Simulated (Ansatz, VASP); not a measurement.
TiO2: VASP beside Ansatz

```
Ti O
1.0
    -1.86355    1.86355    4.72948
     1.86355   -1.86355    4.72948
     1.86355    1.86355   -4.72948
Ti O
2 4
Cartesian
  0.0000 0.0000 0.0000
  0.0000 1.8635 2.3647
  0.0000 0.0000 1.9740
  0.0000 1.8635 4.3387
  0.0000 1.8635 0.3908
  0.0000 0.0000 7.4850
```

Alike in both runs: functional r2SCAN; k mesh 10 × 10 × 10; occupations fermi-dirac, width 0.02 eV; no spin polarisation.

Ansatz relaxed the structure, and its values are those at the end. VASP's run is a single point on that final structure, the one shown.

|  | VASP | Ansatz |
| --- | --- | --- |
| version | VASP 6.6.1 | Ansatz 0.2.0 |
| potentials or method | VASP PAW PBE potentials, release 64 (Ti_sv, O), cutoff 520 eV | PAW plane waves |
| valence electrons in the cell | 48 | 48 |

```csv
,VASP,Ansatz,Ansatz less VASP
gap on the k mesh at the Fermi level (eV),2.62,2.61,-0.016
pressure (GPa),10.5,9.3,-1.26
rms of the force components (eV/Å),0.015,0.002,-0.0124
```

VASP's potentials were made for PBE, not for r2SCAN. Ansatz's warnings: stress scf threshold loose.
